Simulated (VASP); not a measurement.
Ru:

```xyz
4
Lattice="2.6763 0.0000 0.0000 -1.3382 2.3177 0.0000 0.0000 0.0000 8.7408" Properties=species:S:1:pos:R:3 pbc="T T T"
Ru    0.0000    0.0000    0.0000
Ru    0.0000    0.0000    4.3704
Ru    0.0000    1.5452    2.1852
Ru    1.3382    0.7726    6.5556
```

```yaml
Program: VASP 6.6.1
Task: relaxation of cell and atoms
Functional: revPBE
Potentials_or_basis: VASP PAW PBE potentials, release 64 (Ru_pv)
Cutoff: 600 eV
k_mesh: 13 × 13 × 4
Occupations: fermi-dirac, width 0.1 eV
Spin: no spin polarisation
```

At the start: pressure 9.7 GPa; volume 13.55 Å³/atom.

How do energy, volume and symmetry change on relaxing?

Over 6 steps the energy falls by 15.7 meV/atom and the volume is 13.97 Å³/atom (+3.1 %); space group P6_3/mmc (No. 194, to 0.1 Å) before and after.

The path:
```csv
step,energy change (eV),largest force (eV/Å),pressure (GPa),volume (Å³)
1,0.0000,0.0000,9.68,54.22
2,0.2892,0.0000,-20.30,60.88
3,-0.0590,0.0000,-0.95,56.07
4,-0.0591,0.0000,-0.65,56.01
5,-0.0612,0.0000,0.46,55.81
6,-0.0628,0.0000,-0.01,55.89
```

Final structure:
```
CELL_PARAMETERS angstrom
2.71887 0.00000 0.00000
-1.35943 2.35461 0.00000
0.00000 0.00000 8.72997
ATOMIC_POSITIONS crystal
Ru 0.00000 0.00000 0.00000
Ru 0.00000 0.00000 0.50000
Ru 0.33333 0.66667 0.25000
Ru 0.66667 0.33333 0.75000
```

Caveat: the PAW data sets were made with another functional, which shifts forces and pressure a little.
